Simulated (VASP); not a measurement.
A run of VASP 6.6.1 is set up as follows.

The input POSCAR:

```
Mn
1.0
    2.7400000000      0.0000000000      0.0000000000
    0.0000000000      2.7400000000      0.0000000000
    0.0000000000      0.0000000000      2.7400000000
Mn
2
Direct
    0.0000000000      0.0000000000      0.0000000000
    0.5000000000      0.5000000000      0.5000000000
```

Contents of INCAR.step1:

```
PREC = Accurate ; ENCUT = 550
ISMEAR = -1 ; SIGMA = 0.1
LREAL = F ; LASPH = T
NELM = 200 ; ISPIN = 2
MAGMOM = 3 3 ; LMAXMIX = 4
NBANDS = 24 ; GGA = PE
ALGO = Normal ; EDIFF = 1E-5
LWAVE = T ; LCHARG = F
GGA_COMPAT = F
```

INCAR.step2

```
PREC = Accurate ; ENCUT = 550
EDIFF = 1E-6 ; ISMEAR = -1
SIGMA = 0.1 ; LREAL = F
LASPH = T ; NELM = 200
ALGO = Normal ; ISIF = 2
LWAVE = F ; LCHARG = T
ISPIN = 2 ; MAGMOM = 3 3
LORBIT = 11 ; LMAXMIX = 4
METAGGA = R2SCAN ; LMIXTAU = T
LELF = T ; LVHAR = T
NBANDS = 24 ; ISTART = 1
GGA_COMPAT = F
```

The input KPOINTS:

```
regular mesh
0
Gamma
  6 6 6
```

Potentials or basis: VASP PAW PBE potentials, release 64 (Mn_pv).

The run is started by

```bash
$ cat potpaw_PBE.64/Mn_pv/POTCAR > POTCAR
$ cp INCAR.step1 INCAR
$ mpirun -np 1 vasp_std > vasp.out
$ cp INCAR.step2 INCAR
$ mpirun -np 1 vasp_std > vasp.out
```

Estimate the site moments.

Mn +1.04 μB.

What does it give for the net moment?

2.04 μB per cell.

What does it give for the pressure?

14.3 GPa.

Caveat: the k points lie up to 0.38 Å⁻¹ apart; the PAW data sets were made with another functional, which shifts forces and pressure a little.
